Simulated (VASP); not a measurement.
# ZnS (I-4m2) in VASP: settings compared, part 2 of 2

VASP 6.6.1. Earlier steps stand in the parts before.

## Step 5: Single point, r2SCAN (uniaxial y strain +0.5%)

Contents of POSCAR:

```
ZnS
1.0
    0.0000000000      2.7064883926      2.6940955531
    2.6940955531      0.0000000000      2.6940955531
    2.6940955531      2.7064883926      0.0000000000
Zn S
1 1
Direct
    0.2500000000      0.2500000000      0.2500000000
    0.0000000000      0.0000000000      0.0000000000
```

Contents of INCAR.step1:

```
SYSTEM = ZnS
PREC = Accurate ; ENCUT = 520
ISMEAR = 0 ; SIGMA = 0.01
LREAL = .False. ; LASPH = .True.
NELM = 100 ; NBANDS = 16
GGA = PE ; ALGO = Normal
EDIFF = 1E-4 ; LWAVE = .True.
LCHARG = .False.
```

Contents of INCAR.step2:

```
SYSTEM = ZnS
PREC = Accurate ; ENCUT = 520
EDIFF = 1E-7 ; ISMEAR = 0
SIGMA = 0.01 ; LREAL = .False.
LASPH = .True. ; NELM = 100
ALGO = Normal ; ISIF = 2
LWAVE = .False. ; LCHARG = .True.
METAGGA = R2SCAN ; LMIXTAU = .True.
LELF = .True. ; LVHAR = .True.
NBANDS = 16 ; ISTART = 1
```

Contents of KPOINTS:

```
Automatic mesh
0
Gamma
  8 8 8
  0 0 0
```

Potentials or basis: VASP PAW PBE potentials, release 64 (Zn, S).

Run with:

```bash
$ cat potpaw_PBE.64/Zn/POTCAR potpaw_PBE.64/S/POTCAR > POTCAR
$ cp INCAR.step1 INCAR
$ mpirun -np 1 vasp_std > vasp.out
$ cp INCAR.step2 INCAR
$ mpirun -np 1 vasp_std > vasp.out
```

OUTCAR:

```text
SYSTEM = ZnS
   PREC = Accurate
   ENCUT = 520
   EDIFF = 1E-7
   ISMEAR = 0
   LREAL = .False.
   LASPH = .True.
   NELM = 100
   ISIF = 2
   METAGGA = R2SCAN
   ISTART = 1

 ion  position               nearest neighbor table
   1  0.250  0.250  0.250-   2 2.34   2 2.34   2 2.34   2 2.34
   2  0.000  0.000  0.000-   1 2.34   1 2.34   1 2.34   1 2.34

  LATTYP: Found a body centered tetragonal cell.
 ALAT       =     3.8100264695
 C/A-ratio  =     1.4207189447

  Lattice vectors:

 A1 = (   0.0000000000,  -2.7064883926,   2.6940955531)
 A2 = (   0.0000000000,  -2.7064883926,  -2.6940955531)
 A3 = (   2.6940955531,   2.7064883926,   0.0000000000)

Analysis of symmetry for initial positions (statically):
=====================================================================
 Subroutine PRICEL returns:
 Original cell was already a primitive cell.

 Routine SETGRP: Setting up the symmetry group for a
 body centered tetragonal supercell.

 Subroutine GETGRP returns: Found  8 space group operations
 (whereof  8 operations were pure point group operations)
 out of a pool of 16 trial point group operations.

The static configuration has the point symmetry D_2d.

Analysis of symmetry for dynamics (positions and initial velocities):
=====================================================================
 Subroutine PRICEL returns:
 Original cell was already a primitive cell.

 Routine SETGRP: Setting up the symmetry group for a
 body centered tetragonal supercell.

 Subroutine GETGRP returns: Found  8 space group operations
 (whereof  8 operations were pure point group operations)
 out of a pool of 16 trial point group operations.

The dynamic configuration has the point symmetry D_2d.

 Subroutine INISYM returns: Found  8 space group operations
 (whereof  8 operations are pure point group operations),
 and found     1 'primitive' translations

----------------------------------------------------------------------------------------

[... 111 lines left out ...]
     AMIX     =   0.40;   BMIX     =  1.00
     AMIX_MAG =   1.60;   BMIX_MAG =  1.00
  volume/ion in A,a.u.               =      19.64       132.56
  Fermi-wavevector in a.u.,A,eV,Ry     =   1.262055  2.384938 21.671126  1.592783
  Thomas-Fermi vector in A             =   2.395483
   LORBIT       =      0    0 simple, 1 ext, 2 COOP (PROOUT), +10 PAW based schemes
   METAGGA = R2SCAN    functional components
   LHFCALC =     F    Hartree Fock is set to
   AEXX    =    0.0000 exact exchange contribution
   IVDW    =     0    specifies the selected vdW correction
   LEPSILON=     F    determine dielectric tensor
   LRPA    =     F    only Hartree local field effects (RPA)
 non-spin polarized calculation
 Gauss-broadening in eV      SIGMA  =   0.01
  energy-cutoff  :      520.00
  volume of cell :       39.29
 maximum number of plane-waves:      1067
   NGX = 15   NGY = 15   NGZ = 15

 number of electron      18.0000003 magnetization

 Free energy of the ion-electron system (eV)
  ---------------------------------------------------
  ext. energy  EPLUGINS =         0.00000000
  ---------------------------------------------------
  free energy    TOTEN  =       -18.86599117 eV

  energy without entropy =      -18.86599117  energy(sigma->0) =      -18.86599117

 E-fermi :   1.9422     XC(G=0): -10.3054

 val. band max:        1.8757670980   @ k =   0.0000   0.0000   0.0000
 cond. band min:       4.5643435127   @ k =   0.0000   0.0000   0.0000
 fundamental gap:      2.6885764146
 Fermi energy:         1.9421996108

 k-point     1 :       0.0000    0.0000    0.0000
  band No.  band energies     occupation
      1     -11.8351      2.00000
      2      -4.6477      2.00000
      3      -4.6449      2.00000
      4      -4.6449      2.00000
      5      -4.0950      2.00000
      6      -4.0940      2.00000
[... 433 lines left out ...]
      3      -4.5030      2.00000
      4      -4.4372      2.00000
      5      -4.0953      2.00000
      6      -4.0615      2.00000
[... 8 lines left out ...]
     15      15.2004      0.00000
     16      15.5838      0.00000

 [... further k-points ...]

------------------------ aborting loop because EDIFF is reached ----------------------------------------

  FORCE on cell =-STRESS in cart. coord.  units (eV):
  Direction    XX          YY          ZZ          XY          YZ          ZX
  --------------------------------------------------------------------------------------
  -------------------------------------------------------------------------------------
  Total       -0.0543947     -0.0985665     -0.0543947      0.0000000      0.0000000      0.0000000
  in kB       -2.2182207     -4.0195515     -2.2182207      0.0000000      0.0000000      0.0000000
  external PRESSURE =      -2.8186643 kB  Pullay stress =       0.0000000 kB

 VOLUME and BASIS-vectors are now :
 -----------------------------------------------------------------------------
  energy-cutoff  :      520.00
  volume of cell :       39.29
      direct lattice vectors                 reciprocal lattice vectors
     0.000000000  2.706488393  2.694095553    -0.185591042  0.184741232  0.185591042
     2.694095553  0.000000000  2.694095553     0.185591042 -0.184741232  0.185591042
     2.694095553  2.706488393  0.000000000     0.185591042  0.184741232 -0.185591042

 POSITION                                       TOTAL-FORCE (eV/Angst)
 -----------------------------------------------------------------------------------
      1.34705      1.35324      1.34705         0.000000      0.000000      0.000000
      0.00000      0.00000      0.00000        -0.000000     -0.000000     -0.000000
 -----------------------------------------------------------------------------------
    total drift:                               -0.000012     -0.000009     -0.000011

  FREE ENERGIE OF THE ION-ELECTRON SYSTEM (eV)
  ---------------------------------------------------
  free  energy   TOTEN  =       -18.8659911745 eV

  energy  without entropy=      -18.8659911745  energy(sigma->0) =      -18.86599117
```

OSZICAR.step1:

```text
N       E                     dE             d eps       ncg     rms          rms(c)
DAV:   1     0.824346332965E+02    0.82435E+02   -0.85458E+03  1888   0.133E+03
DAV:   2    -0.201547650482E+01   -0.84450E+02   -0.78535E+02  2168   0.259E+02
DAV:   3    -0.722319242953E+01   -0.52077E+01   -0.51843E+01  2424   0.609E+01
DAV:   4    -0.727200364132E+01   -0.48811E-01   -0.48801E-01  2320   0.616E+00
DAV:   5    -0.727250680250E+01   -0.50316E-03   -0.50315E-03  2408   0.595E-01    0.692E+00
DAV:   6    -0.686577636435E+01    0.40673E+00   -0.73541E-01  2816   0.300E+01    0.540E+00
DAV:   7    -0.684532381549E+01    0.20453E-01   -0.25103E-01  2304   0.453E+00    0.276E+00
DAV:   8    -0.684459399031E+01    0.72983E-03   -0.51558E-03  2440   0.880E-01    0.724E-01
DAV:   9    -0.684483112269E+01   -0.23713E-03   -0.12594E-03  2360   0.283E-01    0.952E-02
DAV:  10    -0.684500137949E+01   -0.17026E-03   -0.23636E-04  2264   0.128E-01    0.458E-02
DAV:  11    -0.684499172816E+01    0.96513E-05   -0.31479E-05  1312   0.676E-02
   1 F= -.68449917E+01 E0= -.68449917E+01  d E =-.143596E-50
```

Run time: 2.9 min. Hardware: 1 thread of Intel Xeon Platinum 8259CL at 2.50GHz (Skylake/Cascade Lake), shared host; peak memory 0.18 GiB.

What came out:

```yaml
Free_energy: -18.8660 eV
Pressure: -0.3 GPa
Band_gap_on_the_k_mesh: 2.69 eV, direct
```

Levels at points of the mesh, in eV from the valence-band top:
```tsv
k point	band 6	band 7	band 8	band 9	band 10	band 11	band 12	band 13
(0.00, 0.00, 0.00)	-5.97	-0.02	0.00	0.00	2.69	6.89	6.89	6.89
(0.50, 0.00, 0.00)	-5.77	-5.43	-0.91	-0.89	3.82	7.37	7.41	9.43
(0.50, 0.50, 0.00)	-5.75	-4.63	-2.32	-2.31	3.70	4.46	11.81	12.82
(0.50, 0.00, 0.50)	-5.76	-4.65	-2.29	-2.29	3.73	4.51	11.75	12.85
```

Caveat: the cell differs from its parent crystal (uniaxial y strain +0.5%); the PAW data sets were made with another functional, which shifts forces and pressure a little.

## Step 6: The runs side by side

```tsv
level	cell	smearing	gap on the mesh (eV)	pressure (GPa)
PBE	a = 3.788, b = 3.788, c = 3.767 Å, angles 60.2, 60.2, 59.6°, 2 atoms	fermi-dirac 0.02 eV	2.24	4.4
PBE	a = 3.819, b = 3.810 Å, angles 60.1, 59.8, 60.1°, 2 atoms	fermi-dirac 0.02 eV	2.13	2.1
r2SCAN	a = 3.788, b = 3.788, c = 3.767 Å, angles 60.2, 60.2, 59.6°, 2 atoms	gaussian 0.01 eV	2.81	2.0
r2SCAN	a = 3.819, b = 3.810 Å, angles 60.1, 59.8, 60.1°, 2 atoms	gaussian 0.01 eV	2.69	-0.3
```

Alike in all rows: task single point; potentials or basis VASP PAW PBE potentials, release 64 (Zn, S); no spin polarisation; k mesh 8 × 8 × 8; cutoff (eV) 520.

Caveats: the PAW data sets were made with another functional, which shifts forces and pressure a little (some runs).

Absolute energies hang on the potentials; compare differences alone.
